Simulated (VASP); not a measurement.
## W: single point with PBE

Crystal: W.

```xyz
2
Lattice="3.1834 0.0000 0.0000 0.0000 3.1834 0.0000 0.0000 0.0000 3.1834" Properties=species:S:1:pos:R:3 pbc="T T T"
W     0.0000    0.0000    0.0000
W     1.5917    1.5917    1.5917
```

| Property | Result |
| --- | --- |
| Program | VASP 6.6.1 |
| Task | single point |
| Functional | PBE |
| Potentials or basis | VASP PAW PBE potentials, release 64 (W_sv) |
| Cutoff | 520 eV |
| k mesh | 11 × 11 × 11 |
| Occupations | fermi-dirac, width 0.08 eV |
| Spin | no spin polarisation |
| Dipole correction | no |
| Further INCAR settings | ALGO = Normal; EDIFF = 1e-06; NBANDS = 21 |

```yaml
Pressure: 0.4 GPa
Band_gap_on_the_k_mesh: zero (band 14 reaches 11.50 eV, above the bottom of band 15 at 10.87 eV)
```

Levels at points of the mesh, in eV from the Fermi level:
```csv
k point,band 10,band 11,band 12,band 13,band 14,band 15,band 16,band 17,band 18,band 19
"(0.00, 0.00, 0.00)",-5.68,-5.68,-1.19,-1.19,-1.19,2.23,2.23,5.06,5.06,5.06
```

It took 14 s on 1 thread of Intel(R) Xeon(R) Platinum 8259CL CPU @ 2.50GHz (Skylake/Cascade Lake), on a shared host, peak memory 0.15 GiB.

Caveat: spin-orbit coupling is left out, which moves the levels of the heavy elements.
